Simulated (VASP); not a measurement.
# Cd (P6_3/mmc) in VASP: notebook, part 3 of 3

VASP 6.6.1.

**5. Single point, RPBE (volume scaled by 1.08)**

INCAR

```
PREC = Accurate
ENCUT = 520
EDIFF = 1E-6
ISMEAR = -1
SIGMA = 0.1
LREAL = False
LASPH = True
NELM = 60
ALGO = Normal
ISIF = 2
LWAVE = False
LCHARG = False
GGA = RP
NBANDS = 19
```

KPOINTS

```
regular mesh
0
Gamma
  19 19 9
```

POSCAR

```
Cd
1.0
    3.1387963299      0.0000000000      0.0000000000
   -1.5693981649      2.7182773590      0.0000000000
    0.0000000000      0.0000000000      6.2133449149
Cd
2
Direct
    0.3333333333      0.6666666667      0.2500000000
    0.6666666667      0.3333333333      0.7500000000
```

Potentials or basis: VASP PAW PBE potentials, release 64 (Cd).

On the command line:

```sh
cat potpaw_PBE.64/Cd/POTCAR > POTCAR
mpirun -np 1 vasp_std > vasp.out
```

OUTCAR:

```text
PREC = Accurate
   ENCUT = 520
   EDIFF = 1E-6
   ISMEAR = -1
   LREAL = False
   LASPH = True
   NELM = 60
   ISIF = 2
   GGA = RP

 ion  position               nearest neighbor table
   1  0.333  0.667  0.250-   2 3.60   2 3.60   2 3.60   2 3.60   2 3.60   2 3.60
   2  0.667  0.333  0.750-   1 3.60   1 3.60   1 3.60   1 3.60   1 3.60   1 3.60

  LATTYP: Found a hexagonal cell.
 ALAT       =     3.1387963299
 C/A-ratio  =     1.9795310883

  Lattice vectors:

 A1 = (   3.1387963299,   0.0000000000,   0.0000000000)
 A2 = (  -1.5693981649,   2.7182773590,   0.0000000000)
 A3 = (   0.0000000000,   0.0000000000,   6.2133449149)

Analysis of symmetry for initial positions (statically):
=====================================================================
 Subroutine PRICEL returns:
 Original cell was already a primitive cell.

 Routine SETGRP: Setting up the symmetry group for a
 hexagonal supercell.

 Subroutine GETGRP returns: Found 24 space group operations
 (whereof 12 operations were pure point group operations)
 out of a pool of 24 trial point group operations.

The static configuration has the point symmetry D_3d.
 The point group associated with its full space group is D_6h.

Analysis of symmetry for dynamics (positions and initial velocities):
=====================================================================
 Subroutine PRICEL returns:
 Original cell was already a primitive cell.

 Routine SETGRP: Setting up the symmetry group for a
 hexagonal supercell.

 Subroutine GETGRP returns: Found 24 space group operations
 (whereof 12 operations were pure point group operations)
 out of a pool of 24 trial point group operations.

The dynamic configuration has the point symmetry D_3d.
 The point group associated with its full space group is D_6h.

 Subroutine INISYM returns: Found 24 space group operations
 (whereof 12 operations are pure point group operations),
 and found     1 'primitive' translations

----------------------------------------------------------------------------------------

                                     Primitive cell

  volume of cell :      53.0130

  direct lattice vectors                    reciprocal lattice vectors
     3.138796330  0.000000000  0.000000000     0.318593465  0.183940023  0.000000000
    -1.569398165  2.718277359  0.000000000     0.000000000  0.367880046  0.000000000
     0.000000000  0.000000000  6.213344915     0.000000000  0.000000000  0.160943906

  length of vectors
     3.138796330  3.138796330  6.213344915     0.367880046  0.367880046  0.160943906

  position of ions in fractional coordinates (direct lattice)
     0.333333333  0.666666667  0.250000000
     0.666666667  0.333333333  0.750000000

  ion indices of the primitive-cell ions
   primitive index   ion index
                 1           1
                 2           2

----------------------------------------------------------------------------------------

 KPOINTS: regular mesh

Automatic generation of k-mesh.
 Grid dimensions read from file:
 generate k-points for:   19   19    9

 Generating k-lattice:

  Cartesian coordinates                     Fractional coordinates (reciprocal lattice)
     0.016768077  0.009681054  0.000000000     0.052631579  0.000000000  0.000000000
     0.000000000  0.019362108  0.000000000     0.000000000  0.052631579  0.000000000
     0.000000000  0.000000000  0.017882656     0.000000000  0.000000000  0.111111111

  Length of vectors
     0.019362108  0.019362108  0.017882656

  Shift w.r.t. Gamma in fractional coordinates (k-lattice)
     0.000000000  0.000000000  0.000000000

 Subroutine IBZKPT returns following result:
 ===========================================

 Found    200 irreducible k-points:

 Following reciprocal coordinates:
            Coordinates               Weight
  0.000000  0.000000  0.000000      1.000000
  0.052632  0.000000  0.000000      6.000000
  0.105263  0.000000  0.000000      6.000000
  0.157895  0.000000  0.000000      6.000000
  0.210526  0.000000  0.000000      6.000000
  0.263158  0.000000  0.000000      6.000000
[... 16 lines left out ...]
  0.263158  0.105263  0.000000     12.000000
  0.315789  0.105263  0.000000     12.000000
 [... further k-points ...]
   k-points           NKPTS =    200   k-points in BZ     NKDIM =    200   number of bands    NBANDS=     19
   number of dos      NEDOS =    301   number of ions     NIONS =      2
   total plane-waves  NPLWV =  27648
   dimension x,y,z NGX =    24 NGY =   24 NGZ =   48
   dimension x,y,z NGXF=    48 NGYF=   48 NGZF=   96
   ions per type =               2
   NGX,Y,Z   is equivalent  to a cutoff of  12.71, 12.71, 12.84 a.u.
   NGXF,Y,Z  is equivalent  to a cutoff of  25.42, 25.42, 25.69 a.u.
 SYSTEM =  unknown system
   PREC   = accura    normal or accurate (medium, high low for compatibility)
   ISTART =      0    job   : 0-new  1-cont  2-samecut
   ICHARG =      2    charge: 1-file 2-atom 10-const
   ISPIN  =      1    spin polarized calculation?
   LNONCOLLINEAR =      F non collinear calculations
   LSORBIT =      F    spin-orbit coupling
   LASPH  =      T    aspherical Exc in radial PAW
   ENCUT  =  520.0 eV  38.22 Ry    6.18 a.u.   5.84  5.84 11.55*2*pi/ulx,y,z
   NELM   =     60;   NELMIN=  2; NELMDL= -5     # of ELM steps
   EDIFF  = 0.1E-05   stopping-criterion for ELM
   LREAL  =      F    real-space projection
   EDIFFG = 0.1E-04   stopping-criterion for IOM
   NSW    =      0    number of steps for IOM
   IBRION =     -1    ionic relax: 0-MD 1-quasi-New 2-CG
   NFREE  =      0    steps in history (QN), initial steepest desc. (CG)
   ISIF   =      2    stress and relaxation
   ISYM   =      2    0-nonsym 1-usesym 2-fastsym
   POTIM  = 0.5000    time-step for ionic-motion
   TEBEG  =    0.0;   TEEND  =   0.0 temperature during run
   PSTRESS=    0.0 pullay stress
   NELECT =      24.0000    total number of electrons
   NUPDOWN=      -1.0000    fix difference up-down
   EMIN   =  10.00;   EMAX   =-10.00  energy-range for DOS
   EFERMI =   0.00;   METHOD = LEGACY
   ISMEAR =    -1;   SIGMA  =   0.10  broadening in eV -4-tet -1-fermi 0-gaus
   EFERMI_NEDOS =   21; number of points for ismear=-14 and -15
   IALGO  =     38    algorithm
   IMIX   =      4    mixing-type and parameters
     AMIX     =   0.40;   BMIX     =  1.00
     AMIX_MAG =   1.60;   BMIX_MAG =  1.00
  volume/ion in A,a.u.               =      26.51       178.87
  Fermi-wavevector in a.u.,A,eV,Ry     =   1.257046  2.375472 21.499440  1.580164
  Thomas-Fermi vector in A             =   2.390724
   LORBIT       =      0    0 simple, 1 ext, 2 COOP (PROOUT), +10 PAW based schemes
   GGA     = RP    functional components
   LHFCALC =     F    Hartree Fock is set to
   AEXX    =    0.0000 exact exchange contribution
   IVDW    =     0    specifies the selected vdW correction
   LEPSILON=     F    determine dielectric tensor
   LRPA    =     F    only Hartree local field effects (RPA)
 non-spin polarized calculation
  energy-cutoff  :      520.00
  volume of cell :       53.01
 maximum number of plane-waves:      1443
 NGX is ok and might be reduce to    24
   NGX = 11   NGY = 11   NGZ = 23

 number of electron      23.9999994 magnetization

 Free energy of the ion-electron system (eV)
  ---------------------------------------------------
  ext. energy  EPLUGINS =         0.00000000
  ---------------------------------------------------
  free energy    TOTEN  =        -0.70101717 eV

  energy without entropy =       -0.67576177  energy(sigma->0) =       -0.68838947

 E-fermi :   1.7846     XC(G=0):  -9.8350

 val. band max:        1.7510194112   @ k =   0.4211   0.0000   0.0000
 cond. band min:       1.7878929364   @ k =   0.3158   0.3158   0.3333
 fundamental gap:      0.0368735252
 Fermi energy:         1.7846455540

 k-point     1 :       0.0000    0.0000    0.0000
  band No.  band energies     occupation
      1      -7.4643      2.00000
      2      -7.3631      2.00000
      3      -7.0908      2.00000
      4      -7.0908      2.00000
      5      -7.0672      2.00000
      6      -7.0672      2.00000
[... 11 lines left out ...]
     18      15.7095      0.00000
     19      16.6706      0.00000
[... 485 lines left out ...]
 k-point    24 :       0.3158    0.1053    0.0000
  band No.  band energies     occupation
      1      -7.4571      2.00000
      2      -7.3451      2.00000
      3      -7.2155      2.00000
      4      -7.0145      2.00000
      5      -6.8985      2.00000
      6      -6.8630      2.00000
[... 11 lines left out ...]
     18      11.7460      0.00000
     19      13.0662      0.00000

 [... further k-points ...]

------------------------ aborting loop because EDIFF is reached ----------------------------------------

  FORCE on cell =-STRESS in cart. coord.  units (eV):
  Direction    XX          YY          ZZ          XY          YZ          ZX
  --------------------------------------------------------------------------------------
  -------------------------------------------------------------------------------------
  Total       -0.6097702     -0.6097702     -0.5037802     -0.0000000      0.0000000      0.0000000
  in kB      -18.4286892    -18.4286892    -15.2254217     -0.0000000      0.0000000      0.0000000
  external PRESSURE =     -17.3609334 kB  Pullay stress =       0.0000000 kB

 VOLUME and BASIS-vectors are now :
 -----------------------------------------------------------------------------
  energy-cutoff  :      520.00
  volume of cell :       53.01
      direct lattice vectors                 reciprocal lattice vectors
     3.138796330  0.000000000  0.000000000     0.318593465  0.183940023  0.000000000
    -1.569398165  2.718277359  0.000000000     0.000000000  0.367880046  0.000000000
     0.000000000  0.000000000  6.213344915     0.000000000  0.000000000  0.160943906

 POSITION                                       TOTAL-FORCE (eV/Angst)
 -----------------------------------------------------------------------------------
     -0.00000      1.81218      1.55334        -0.000000      0.000000      0.000000
      1.56940      0.90609      4.66001         0.000000     -0.000000      0.000000
 -----------------------------------------------------------------------------------
    total drift:                               -0.000000      0.000000      0.000000

  FREE ENERGIE OF THE ION-ELECTRON SYSTEM (eV)
  ---------------------------------------------------
  free  energy   TOTEN  =        -0.7010171746 eV

  energy  without entropy=       -0.6757617655  energy(sigma->0) =       -0.68838947
```

OSZICAR:

```text
N       E                     dE             d eps       ncg     rms          rms(c)
DAV:   1     0.169248403061E+03    0.16925E+03   -0.12703E+04  7600   0.122E+03
DAV:   2     0.343905953751E+01   -0.16581E+03   -0.16029E+03  7885   0.322E+02
DAV:   3    -0.706501383622E+00   -0.41456E+01   -0.41380E+01  8765   0.575E+01
DAV:   4    -0.713917093408E+00   -0.74157E-02   -0.74151E-02  8310   0.231E+00
DAV:   5    -0.713944338343E+00   -0.27245E-04   -0.27245E-04  8445   0.131E-01    0.295E+00
DAV:   6    -0.689356084891E+00    0.24588E-01   -0.11581E-01  8335   0.361E+00    0.247E+00
DAV:   7    -0.697607294389E+00   -0.82512E-02   -0.20917E-02  8328   0.125E+00    0.114E+00
DAV:   8    -0.700784469980E+00   -0.31772E-02   -0.45666E-03  8160   0.686E-01    0.926E-02
DAV:   9    -0.700985950452E+00   -0.20148E-03   -0.14627E-04  8689   0.957E-02    0.450E-02
DAV:  10    -0.701017308258E+00   -0.31358E-04   -0.39697E-05  8152   0.585E-02    0.370E-03
DAV:  11    -0.701017174609E+00    0.13365E-06   -0.13599E-07  5401   0.292E-03
   1 F= -.70101717E+00 E0= -.68838947E+00  d E =-.252554E-01
```

Run time: 72 s. Hardware: 1 thread of Intel Xeon Platinum 8259CL at 2.50GHz (Skylake/Cascade Lake), shared host; peak memory 0.29 GiB.

What came out:

| Item | Value |
| --- | --- |
| Free energy | -0.7010 eV |
| Pressure | -1.7 GPa |
| Band gap on the k mesh | zero (band 12 reaches 2.79 eV, above the bottom of band 13 at -0.48 eV) |

Levels at points of the mesh, in eV from the Fermi level:
| k point | band 10 | band 11 | band 12 | band 13 | band 14 | band 15 |
| --- | --- | --- | --- | --- | --- | --- |
| (0.00, 0.00, 0.00) | -8.37 | -7.50 | -3.48 | -2.26 | 8.32 | 11.95 |

Caveat: the PAW data sets were made with another functional, which shifts forces and pressure a little.

**6. Single point, RPBE (volume scaled by 1.12)**

INCAR

```
PREC = Accurate ; ENCUT = 520
EDIFF = 1E-6 ; ISMEAR = -1
SIGMA = 0.1 ; LREAL = False
LASPH = True ; NELM = 60
ALGO = Normal ; ISIF = 2
LWAVE = False ; LCHARG = True
GGA = RP ; LELF = True
LVHAR = True ; NBANDS = 19
```

KPOINTS

```
Automatic mesh
0
Gamma
  19 19 9
```

POSCAR

```
Cd
1.0
    3.1770781068      0.0000000000      0.0000000000
   -1.5885390534      2.7514303503      0.0000000000
    0.0000000000      0.0000000000      6.2891248824
Cd
2
Direct
    0.3333333333      0.6666666667      0.2500000000
    0.6666666667      0.3333333333      0.7500000000
```

Potentials or basis: VASP PAW PBE potentials, release 64 (Cd).

On the command line:

```sh
cat potpaw_PBE.64/Cd/POTCAR > POTCAR
mpirun -np 1 vasp_std > vasp.out
```

Wall time 3.2 min (1 thread of AMD EPYC 7R43 (Zen 3), shared host); peak memory 0.26 GiB.

The run converged. Its results:

- Free energy: -0.6760 eV
- Pressure: -2.3 GPa
- Band gap on the k mesh: zero (band 12 reaches 2.50 eV, above the bottom of band 13 at -0.53 eV)

Stress tensor (GPa, compression positive):
```
-2.52  0.00  0.00
 0.00 -2.52  0.00
 0.00  0.00 -1.95
```

Levels at points of the mesh, in eV from the Fermi level:
```
           k point  band 10  band 11  band 12  band 13  band 14  band 15
(0.00, 0.00, 0.00)    -8.34    -7.28    -3.46    -2.11     8.15    11.68
```

Caveat: the PAW data sets were made with another functional, which shifts forces and pressure a little.

**7. Overview**

```tsv
cell	gap on the mesh (eV)	pressure (GPa)
a = 3.018, b = 3.018, c = 5.974 Å, angles 90.0, 90.0, 120.0°, 2 atoms	none	1.9
a = 3.059, b = 3.059, c = 6.056 Å, angles 90.0, 90.0, 120.0°, 2 atoms	none	0.3
a = 3.100, b = 3.100, c = 6.136 Å, angles 90.0, 90.0, 120.0°, 2 atoms	none	-0.9
a = 3.139, b = 3.139, c = 6.213 Å, angles 90.0, 90.0, 120.0°, 2 atoms	none	-1.7
a = 3.177, b = 3.177, c = 6.289 Å, angles 90.0, 90.0, 120.0°, 2 atoms	none	-2.3
```

Alike in all rows: task single point; level RPBE; potentials or basis VASP PAW PBE potentials, release 64 (Cd); no spin polarisation; k mesh 19 × 19 × 9; cutoff (eV) 520; smearing fermi-dirac 0.1 eV.

Caveats: the PAW data sets were made with another functional, which shifts forces and pressure a little.

Total energies depend on the potentials used, so only differences within one code and one set of settings carry meaning.
